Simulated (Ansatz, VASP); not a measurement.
## Ag in VASP and in Ansatz

Contents of INCAR:

```
SYSTEM = Ag
ALGO = Normal ; EDIFF = 1E-6
ENCUT = 520 ; GGA = RP
ISIF = 2 ; ISMEAR = -1
LASPH = .TRUE. ; LCHARG = .TRUE.
LELF = .TRUE. ; LREAL = .FALSE.
LVHAR = .TRUE. ; LWAVE = .FALSE.
NBANDS = 18 ; NELM = 80
PREC = Accurate ; SIGMA = 0.1
```

The input KPOINTS:

```
k-points
0
G
  10 10 10
  0 0 0
```

The input POSCAR:

```
Ag
1.0
    0.0000000000      3.1453458385      3.1453458385
    3.1453458385      0.0000000000      3.1453458385
    3.1453458385      3.1453458385      0.0000000000
Ag
2
Direct
    0.1250000000      0.1250000000      0.1250000000
    0.8750000000      0.8750000000      0.8750000000
```

Input for Ansatz:

```yaml
crystal:
  lattice:
    - [0.0, 3.1453458385, 3.1453458385]
    - [3.1453458385, 0.0, 3.1453458385]
    - [3.1453458385, 3.1453458385, 0.0]
  atoms:
    - { symbol: Ag, position: [0.125, 0.125, 0.125] }
    - { symbol: Ag, position: [0.875, 0.875, 0.875] }
hamiltonian:
  xc: rpbe
  pseudopotentials:
    kind: paw
    azcp:
      Ag: "pseudopotentials/Ag.paw.azcp"
basis:
  ecutwfc: 420
  fft_grid_basis: typed
kpoints:
  mp_grid: { grid: [10, 10, 10], shift: [0, 0, 0] }
magnetization:
  spin_polarized: false
scf:
  occupations: { method: fermi_dirac, width: 0.1 }
  lower_state_search: "off"
output:
  stress: true
  write_density: true
  write_potential: true
  elf: true
  volumetric_format: npy
```

Alike in both runs: task single point; functional RPBE; k mesh 10 × 10 × 10; occupations fermi-dirac, width 0.1 eV; no spin polarisation.

|  | VASP | Ansatz |
| --- | --- | --- |
| version | VASP 6.6.1 | Ansatz 0.2.0 |
| potentials or method | VASP PAW PBE potentials, release 64 (Ag), cutoff 520 eV | plane waves (420 eV) with PAW, scalar-relativistic |
| valence electrons in the cell | 22 | 38 |

|  | VASP | Ansatz | Ansatz less VASP |
| --- | --- | --- | --- |
| pressure (GPa) | 1.0 | 1.0 | +0.04 |

VASP's potentials were made for PBE, not for RPBE. The functional is the same, so the differences come from potentials, cutoffs and numerics. VASP's potentials hold 22 valence electrons a cell and Ansatz's 38, so a difference there can come from the potentials and not from the codes.
